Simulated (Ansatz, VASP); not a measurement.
## Zn in VASP and in Ansatz

```
CELL_PARAMETERS angstrom
-1.57795 1.57795 1.57795
1.57795 -1.57795 1.57795
1.57795 1.57795 -1.57795
ATOMIC_POSITIONS crystal
Zn 0.00000 0.00000 0.00000
```

Alike in both runs: functional PBE; k mesh 18 × 18 × 18; occupations fermi-dirac, width 0.05 eV; no spin polarisation.

Ansatz relaxed the structure, and its values are those at the end. VASP's run is a single point on that final structure, the one shown.

```csv
,VASP,Ansatz
version,VASP 6.6.1,Ansatz 0.2.0
potentials or method,"VASP PAW PBE potentials, release 64 (Zn), cutoff 520 eV","all-electron LAPW, non-relativistic"
```

|  | VASP | Ansatz | Ansatz less VASP |
| --- | --- | --- | --- |
| pressure (GPa) | -1.1 | 0.0 | +1.17 |

Ansatz ran all-electron here, and VASP with PAW potentials.
